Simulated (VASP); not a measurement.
# PtSe2 (C2/m) in VASP: a series of runs

The runs below take PtSe2 through single point, with PBEsol+D3(BJ).

All numbers are computed with VASP 6.6.1; they aren't measurements. Logs are shortened: lines on timing, memory, paths and dates and some standing lists are left out, and cuts for length are marked.

## 1. The cell of the first run

It takes space group C2/m (No. 12, monoclinic). The conventional cell has a = 6.962 Å, b = 4.300 Å, c = 4.630 Å, α = 90.00°, β = 90.00°, γ = 90.00°. Within 3.5 Å of Pt (site symmetry 2/m) lie 6 Se at 2.64 to 2.75 Å. Within 3.6 Å of Se (site symmetry m) lie 3 Pt at 2.64 to 2.75 Å and 6 Se at 3.14 to 3.51 Å.

## 2. Single point, PBEsol+D3(BJ) (normal strain along x +0.1500, normal strain along y +0.0750)

Contents of INCAR:

```
PREC = Accurate
ENCUT = 520
EDIFF = 1E-7
ISMEAR = 0
SIGMA = 0.15
LREAL = F
LASPH = T
NELM = 60
ALGO = Normal
ISIF = 2
LWAVE = F
LCHARG = T
GGA = PS
IVDW = 12
LELF = T
LVHAR = T
NBANDS = 18
```

Contents of KPOINTS:

```
Automatic mesh
0
Gamma
  12 12 8
```

Contents of POSCAR:

```
PtSe2
1.0
    4.2996942953      0.0000000000      0.0000000000
   -2.1498471476      3.4807981086      0.0000000000
    0.0000000000      0.0000000000      4.6296715343
Pt Se
1 2
Direct
    0.0000000000      0.0000000000      0.0000000000
    0.3333333333      0.6666666667      0.2721511594
    0.6666666667      0.3333333333      0.7278488406
```

Potentials or basis: VASP PAW PBE potentials, release 64 (Pt, Se).

Started as:

```console
cat potpaw_PBE.64/Pt/POTCAR potpaw_PBE.64/Se/POTCAR > POTCAR
mpirun -np 1 vasp_std > vasp.out
```

OUTCAR:

```text
PREC = Accurate
   ENCUT = 520
   EDIFF = 1E-7
   ISMEAR = 0
   LREAL = F
   LASPH = T
   NELM = 60
   ISIF = 2
   GGA = PS
   IVDW = 12
 IVDW          = 12

 ion  position               nearest neighbor table
   1  0.000  0.000  0.000-   2 2.64   3 2.64   3 2.75   2 2.75   3 2.75   2 2.75
   2  0.333  0.667  0.272-   1 2.64   1 2.75   1 2.75
   3  0.667  0.333  0.728-   1 2.64   1 2.75   1 2.75

  Warning from LATTYP: Monoclinic adjustment (A1->A3, A2->A1, A3->A2)!
  LATTYP: Found a base centered orthorhombic cell.
 ALAT       =     4.2996942953
 B/A-ratio  =     1.6190909723
 C/A-ratio  =     1.0767443489

  Lattice vectors:

 A1 = (   2.1498471476,  -3.4807981086,   0.0000000000)
 A2 = (   2.1498471477,   3.4807981086,   0.0000000000)
 A3 = (   0.0000000000,   0.0000000000,   4.6296715343)

Analysis of symmetry for initial positions (statically):
=====================================================================
 Subroutine PRICEL returns:
 Original cell was already a primitive cell.

 Routine SETGRP: Setting up the symmetry group for a
 base centered orthorhombic supercell.

 Subroutine GETGRP returns: Found  4 space group operations
 (whereof  4 operations were pure point group operations)
 out of a pool of  8 trial point group operations.

The static configuration has the point symmetry C_2h.

Analysis of symmetry for dynamics (positions and initial velocities):
=====================================================================
 Subroutine PRICEL returns:
 Original cell was already a primitive cell.

 Routine SETGRP: Setting up the symmetry group for a
 base centered orthorhombic supercell.

 Subroutine GETGRP returns: Found  4 space group operations
 (whereof  4 operations were pure point group operations)
 out of a pool of  8 trial point group operations.

The dynamic configuration has the point symmetry C_2h.

 Subroutine INISYM returns: Found  4 space group operations
 (whereof  4 operations are pure point group operations),
 and found     1 'primitive' translations

----------------------------------------------------------------------------------------

                                     Primitive cell

  volume of cell :      69.2894

  direct lattice vectors                    reciprocal lattice vectors
[... 85 lines left out ...]
   LSORBIT =      F    spin-orbit coupling
   LASPH  =      T    aspherical Exc in radial PAW
   ENCUT  =  520.0 eV  38.22 Ry    6.18 a.u.   7.99  7.61  8.61*2*pi/ulx,y,z
   NELM   =     60;   NELMIN=  2; NELMDL= -5     # of ELM steps
   EDIFF  = 0.1E-06   stopping-criterion for ELM
   LREAL  =      F    real-space projection
   EDIFFG = 0.1E-05   stopping-criterion for IOM
   NSW    =      0    number of steps for IOM
   IBRION =     -1    ionic relax: 0-MD 1-quasi-New 2-CG
   NFREE  =      0    steps in history (QN), initial steepest desc. (CG)
   ISIF   =      2    stress and relaxation
   ISYM   =      2    0-nonsym 1-usesym 2-fastsym
   POTIM  = 0.5000    time-step for ionic-motion
   TEBEG  =    0.0;   TEEND  =   0.0 temperature during run
   PSTRESS=    0.0 pullay stress
   NELECT =      22.0000    total number of electrons
   NUPDOWN=      -1.0000    fix difference up-down
   EMIN   =  10.00;   EMAX   =-10.00  energy-range for DOS
   EFERMI =   0.00;   METHOD = LEGACY
   ISMEAR =     0;   SIGMA  =   0.15  broadening in eV -4-tet -1-fermi 0-gaus
   EFERMI_NEDOS =   21; number of points for ismear=-14 and -15
   IALGO  =     38    algorithm
   IMIX   =      4    mixing-type and parameters
     AMIX     =   0.40;   BMIX     =  1.00
     AMIX_MAG =   1.60;   BMIX_MAG =  1.00
  volume/ion in A,a.u.               =      23.10       155.86
  Fermi-wavevector in a.u.,A,eV,Ry     =   1.116847  2.110534 16.971177  1.247346
  Thomas-Fermi vector in A             =   2.253464
   LORBIT       =      0    0 simple, 1 ext, 2 COOP (PROOUT), +10 PAW based schemes
   GGA     = PS    functional components
   LHFCALC =     F    Hartree Fock is set to
   AEXX    =    0.0000 exact exchange contribution
   IVDW    =    12    specifies the selected vdW correction
   LEPSILON=     F    determine dielectric tensor
   LRPA    =     F    only Hartree local field effects (RPA)
 non-spin polarized calculation
 Gauss-broadening in eV      SIGMA  =   0.15
  energy-cutoff  :      520.00
  volume of cell :       69.29
 maximum number of plane-waves:      1891
   NGX = 15   NGY = 15   NGZ = 17

 number of electron      21.9999999 magnetization

 Free energy of the ion-electron system (eV)
  ---------------------------------------------------
  ext. energy  EPLUGINS =         0.00000000
  ---------------------------------------------------
  free energy    TOTEN  =       -14.89646121 eV

  energy without entropy =      -14.88467602  energy(sigma->0) =      -14.89056861

 E-fermi :   4.3242     XC(G=0): -10.3079

 val. band max:        4.3128545772   @ k =   0.1667   0.3333   0.1250
 cond. band min:       4.3348713265   @ k =  -0.3333  -0.2500   0.1250
 fundamental gap:      0.0220167493
 Fermi energy:         4.3242470717

 k-point     1 :       0.0000    0.0000    0.0000
  band No.  band energies     occupation
      1      -9.9180      2.00000
      2      -7.3283      2.00000
      3      -0.8817      2.00000
      4      -0.4954      2.00000
      5      -0.4919      2.00000
      6       1.7397      2.00000
[... 481 lines left out ...]
      5       0.4603      2.00000
      6       0.8928      2.00000
[... 10 lines left out ...]
     17      12.6884      0.00000
     18      13.6035      0.00000

 [... further k-points ...]

------------------------ aborting loop because EDIFF is reached ----------------------------------------

 Edisp (eV)   -1.12227

 E8    (eV) :    -0.7301

  FORCE on cell =-STRESS in cart. coord.  units (eV):
  Direction    XX          YY          ZZ          XY          YZ          ZX
  --------------------------------------------------------------------------------------
  -------------------------------------------------------------------------------------
  Total     -11.14698    -8.85460    -5.01169    -0.00000     0.12456     0.00000
  in kB    -257.75153  -204.74481  -115.88524    -0.00000     2.88010     0.00000
  external pressure =     -192.79 kB  Pullay stress =        0.00 kB

 VOLUME and BASIS-vectors are now :
 -----------------------------------------------------------------------------
  energy-cutoff  :      520.00
  volume of cell :       69.29
      direct lattice vectors                 reciprocal lattice vectors
     4.299694295  0.000000000  0.000000000     0.232574674  0.143645217  0.000000000
    -2.149847148  3.480798109  0.000000000     0.000000000  0.287290434  0.000000000
     0.000000000  0.000000000  4.629671534     0.000000000  0.000000000  0.215998045

 POSITION                                       TOTAL-FORCE (eV/Angst)
 -----------------------------------------------------------------------------------
      0.00000      0.00000      0.00000         0.000000      0.000000      0.000000
     -0.00000      2.32053      1.25997        -0.000000     -0.117760     -1.223680
      2.14985      1.16027      3.36970         0.000000      0.117760      1.223680
 -----------------------------------------------------------------------------------
    total drift:                                0.000000     -0.000000      0.000000

  FREE ENERGIE OF THE ION-ELECTRON SYSTEM (eV)
  ---------------------------------------------------
  free  energy   TOTEN  =       -16.0187314987 eV

  energy  without entropy=      -16.0069463039  energy(sigma->0) =      -16.01283890
```

OSZICAR:

```text
N       E                     dE             d eps       ncg     rms          rms(c)
DAV:   1     0.103634073143E+03    0.10363E+03   -0.97783E+03 11632   0.106E+03
DAV:   2    -0.103268163361E+02   -0.11396E+03   -0.11006E+03 14298   0.201E+02
DAV:   3    -0.155704155012E+02   -0.52436E+01   -0.51801E+01 13642   0.428E+01
DAV:   4    -0.156144038361E+02   -0.43988E-01   -0.43961E-01 14366   0.433E+00
DAV:   5    -0.156148478150E+02   -0.44398E-03   -0.44397E-03 13694   0.422E-01    0.851E+00
DAV:   6    -0.153905206843E+02    0.22433E+00   -0.64498E+00 11820   0.187E+01    0.704E+00
DAV:   7    -0.149151609915E+02    0.47536E+00   -0.12168E+00 11684   0.985E+00    0.259E+00
DAV:   8    -0.149023591268E+02    0.12802E-01   -0.13345E-01 12260   0.208E+00    0.827E-01
DAV:   9    -0.148967181042E+02    0.56410E-02   -0.18449E-02 12472   0.111E+00    0.302E-01
DAV:  10    -0.148965339721E+02    0.18413E-03   -0.22228E-03 12372   0.253E-01    0.673E-02
DAV:  11    -0.148964612441E+02    0.72728E-04   -0.24122E-04 12916   0.125E-01    0.144E-02
DAV:  12    -0.148964622526E+02   -0.10085E-05   -0.12182E-05 13690   0.240E-02    0.111E-02
DAV:  13    -0.148964611904E+02    0.10622E-05   -0.40226E-06 12698   0.155E-02    0.119E-03
DAV:  14    -0.148964612119E+02   -0.21479E-07   -0.18633E-07  9526   0.330E-03
   1 F= -.16018731E+02 E0= -.16012839E+02  d E =-.117852E-01
```

Wall time 4.5 min (1 thread of AMD EPYC 7R13, shared host); peak memory 0.48 GiB.

What came out:

| Quantity | Value |
| --- | --- |
| Free energy | -16.0187 eV |
| Pressure | -19.3 GPa |
| Largest force | 1.229 eV/Å |
| Band gap on the k mesh | zero (bands 11 and 12 overlap by 0.77 eV) |
| Dispersion energy per atom | -0.374 eV |

Forces in eV/Å, atoms in the order of the input:
```
Pt   0.000  0.000  0.000
Se   0.000 -0.118 -1.224
Se   0.000  0.118  1.224
```

Stress tensor (GPa, compression positive):
```
-25.78   0.00   0.00
  0.00 -20.47   0.29
  0.00   0.29 -11.59
```

Levels at points of the mesh, in eV from the Fermi level:
```
           k point  band 8  band 9  band 10  band 11  band 12  band 13  band 14  band 15
(0.00, 0.00, 0.00)   -1.55   -0.84    -0.65     0.65     0.71     0.84     2.77     3.77
(0.50, 0.00, 0.00)   -2.39   -2.28    -2.19    -2.17     0.38     2.30     4.70     6.76
(0.00, 0.50, 0.00)   -2.37   -2.36    -2.18    -2.14     0.49     2.14     4.16     6.19
(0.00, 0.00, 0.50)   -2.14   -1.65    -1.46    -1.44     1.85     1.96     5.08     5.13
(0.50, 0.00, 0.50)   -2.20   -2.09    -1.81    -0.43     0.53     0.95     4.59     5.46
(0.00, 0.50, 0.50)   -2.17   -2.16    -1.94    -0.65     0.37     0.84     4.78     5.48
```

Caveat: the cell differs from its parent crystal (normal strain along x +0.1500, normal strain along y +0.0750); the stress differs along the axes, from -26 to -12 GPa; the PAW data sets were made with another functional, which shifts forces and pressure a little; spin-orbit coupling is left out, which moves the levels of the heavy elements.

## 3. Single point, PBEsol+D3(BJ) (normal strain along x -0.1500, normal strain along y +0.0750)

Contents of INCAR:

```
SYSTEM = PtSe2
PREC = Accurate
ENCUT = 520
EDIFF = 1E-6
ISMEAR = 0
SIGMA = 0.15
LREAL = .FALSE.
LASPH = .TRUE.
NELM = 100
ALGO = Normal
ISIF = 2
LWAVE = .FALSE.
LCHARG = .FALSE.
GGA = PS
IVDW = 12
NBANDS = 18
```

Contents of KPOINTS:

```
Automatic mesh
0
G
  12 12 8
  0 0 0
```

Contents of POSCAR:

```
PtSe2
1.0
    3.1780349139      0.0000000000      0.0000000000
   -1.5890174570      3.4807981086      0.0000000000
    0.0000000000      0.0000000000      4.6296715343
Pt Se
1 2
Direct
    0.0000000000      0.0000000000      0.0000000000
    0.3333333333      0.6666666667      0.2721511594
    0.6666666667      0.3333333333      0.7278488406
```

Potentials or basis: VASP PAW PBE potentials, release 64 (Pt, Se).

Started as:

```console
cat potpaw_PBE.64/Pt/POTCAR potpaw_PBE.64/Se/POTCAR > POTCAR
mpirun -np 1 vasp_std > vasp.out
```

It took 3.7 min on 1 thread of Intel Xeon 8259CL, shared host; peak memory 0.41 GiB.

The run converged. Its results:

| Quantity | Value |
| --- | --- |
| Free energy | -16.1067 eV |
| Pressure | 23.8 GPa |
| Largest force | 2.292 eV/Å |
| Band gap on the k mesh | zero (bands 11 and 12 overlap by 1.00 eV) |
| Dispersion energy per atom | -0.510 eV |

Forces in eV/Å, atoms in the order of the input:
```
Pt   0.000  0.000  0.000
Se   0.000 -1.510  1.724
Se   0.000  1.510 -1.724
```

Stress tensor (GPa, compression positive):
```
 46.55   0.00   0.00
  0.00   6.19 -17.20
  0.00 -17.20  18.60
```

Levels at points of the mesh, in eV from the Fermi level:
```csv
k point,band 9,band 10,band 11,band 12,band 13,band 14
"(0.00, 0.00, 0.00)",-1.80,0.12,0.64,0.85,1.87,2.89
"(0.50, 0.00, 0.00)",-3.77,-3.59,-2.27,0.62,3.21,5.01
"(0.00, 0.50, 0.00)",-3.44,-2.81,-2.36,0.20,3.90,6.73
"(0.00, 0.00, 0.50)",-2.20,-1.54,-0.83,1.98,3.54,3.94
"(0.50, 0.00, 0.50)",-3.29,-2.41,-1.51,0.25,2.28,4.49
"(0.00, 0.50, 0.50)",-3.48,-1.01,-0.46,1.58,1.63,5.21
```

Caveat: the cell differs from its parent crystal (normal strain along x -0.1500, normal strain along y +0.0750); the stress differs along the axes, from 6 to 47 GPa; the PAW data sets were made with another functional, which shifts forces and pressure a little; spin-orbit coupling is left out, which moves the levels of the heavy elements.

The gap in the log of VASP goes by the Fermi energy; the results here count the filled bands.